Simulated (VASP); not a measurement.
Here is a VASP 6.6.1 calculation.

INCAR

```
SYSTEM = Ga3AsP2
PREC = Accurate ; ENCUT = 520
EDIFF = 1E-6 ; ISMEAR = 0
SIGMA = 0.1 ; LREAL = .False.
LASPH = .True. ; NELM = 60
ALGO = Normal ; ISIF = 2
LWAVE = .False. ; LCHARG = .False.
GGA = PE ; NBANDS = 36
```

KPOINTS

```
regular mesh
0
Gamma
  6 6 2
  0 0 0
```

File POSCAR:

```
Ga3AsP2
1.0
    3.8343305000      0.0000000000      0.0000000000
   -1.9171652500      3.3206276200      0.0000000000
    0.0000000000      0.0000000000      9.3921532300
Ga P As
3 2 1
Direct
    0.0000000000      0.0000000000      0.0000000000
    0.3333333300      0.6666666700      0.6666666700
    0.6666666700      0.3333333300      0.3333333300
    0.0000000000      0.0000000000      0.7500000000
    0.3333333300      0.6666666700      0.4166666700
    0.6666666700      0.3333333300      0.0833333300
```

Potentials or basis: VASP PAW PBE potentials, release 64 (Ga_d, P, As).

Run with:

```sh
$ cat potpaw_PBE.64/Ga_d/POTCAR potpaw_PBE.64/P/POTCAR potpaw_PBE.64/As/POTCAR > POTCAR
$ mpirun -np 1 vasp_std > vasp.out
```

Task: Estimate the largest force.

Result: 0.814 eV/Å.

Task: What does it give for the pressure?

Result: 7.9 GPa.

Task: Estimate the band gap on the k mesh.

Result: 1.46 eV, indirect (least direct gap 1.78 eV).

Stress tensor (GPa, compression positive):
```
8.04 0.00 0.00
0.00 8.04 0.00
0.00 0.00 7.71
```

A k mesh can miss the band edges. Expect the measured gap to be larger: semilocal functionals such as PBE lack the derivative discontinuity.
